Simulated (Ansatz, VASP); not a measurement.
# Two plane-wave programs on BiTe

```xyz
2
Lattice="0.0000 3.2512 3.2512 3.2512 0.0000 3.2512 3.2512 3.2512 0.0000" Properties=species:S:1:pos:R:3 pbc="T T T"
Bi    3.2512    3.2512    3.2512
Te    0.0000    0.0000    0.0000
```

Alike in both runs: functional PBE; k mesh 12 × 12 × 12; occupations gaussian, width 0.1 eV; no spin polarisation.

Ansatz relaxed the structure, and its values are those at the end. VASP's run is a single point on that final structure, the one shown.

```csv
,VASP,Ansatz
version,VASP 6.6.1,Ansatz 0.2.0
potentials or method,"VASP PAW PBE potentials, release 64 (Bi_d, Te), cutoff 520 eV","scalar-relativistic, plane waves, PAW"
valence electrons in the cell,21,31
```

Ansatz gave:

```
gap on the k mesh at the Fermi level (eV) : none
pressure (GPa)                            : 0.0
```

Q: What did VASP give for the same quantities?

A: gap on the k mesh at the Fermi level (eV): none; pressure (GPa): -0.1.

A gap of «none» marks a metal or a gap that the smearing closes. The functional is the same, so the differences come from potentials, cutoffs and numerics. VASP's potentials hold 21 valence electrons a cell and Ansatz's 31, so a difference there can come from the potentials and not from the codes.

Spin-orbit coupling is off throughout.
